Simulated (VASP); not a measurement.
Sn3Pb5Se8, 16 atoms in the cell. Symmetry: R-3m, No. 166, trigonal system. Conventional cell: a = 8.553 Å, b = 8.553 Å, c = 20.954 Å, α = 90.00°, β = 90.00°, γ = 120.00°. Within 3.9 Å of Sn (site symmetry 2/m) lie 6 Se at 2.99 Å. Pb (site symmetry -3m) has 6 Se at 3.02 Å within 4.0 Å. Pb (site symmetry -3m) has 6 Se at 3.02 Å within 4.0 Å. Within 4.0 Å of Pb (site symmetry 2/m) lie 6 Se at 3.06 Å. Within 3.9 Å of Se (site symmetry m) lie 2 Sn at 2.99 Å and 4 Pb at 3.02 to 3.06 Å. Within 3.9 Å of Se (site symmetry 3m) lie 3 Sn at 2.99 Å and 3 Pb at 3.06 Å. 

```yaml
Program: VASP 6.6.1
Task: band structure
Functional: r2SCAN
Potentials_or_basis: VASP PAW PBE potentials, release 64 (Sn_d, Pb_d, Se)
Cutoff: 520 eV
k_mesh: 6 × 6 × 5
Occupations: gaussian, width 0.03 eV
Spin: no spin polarisation
Further_INCAR_settings: ALGO = Normal; EDIFF = 1e-06; NBANDS = 94
```

Potentials or basis: VASP PAW PBE potentials, release 64 (Sn_d, Pb_d, Se).

Run with:

```bash
$ cat potpaw_PBE.64/Sn_d/POTCAR potpaw_PBE.64/Pb_d/POTCAR potpaw_PBE.64/Se/POTCAR > POTCAR
$ mpirun -np 4 vasp_std > vasp.out
```

Hardware: 4 MPI ranks on Intel(R) Xeon(R) Platinum 8259CL CPU @ 2.50GHz (Skylake/Cascade Lake), with other jobs on the host.

How long does it take, and how much memory?

It took 69 min on 4 MPI ranks on Intel(R) Xeon(R) Platinum 8259CL CPU @ 2.50GHz (Skylake/Cascade Lake), on a shared host, peak memory 2.9 GiB a rank. Counts: k points 55.
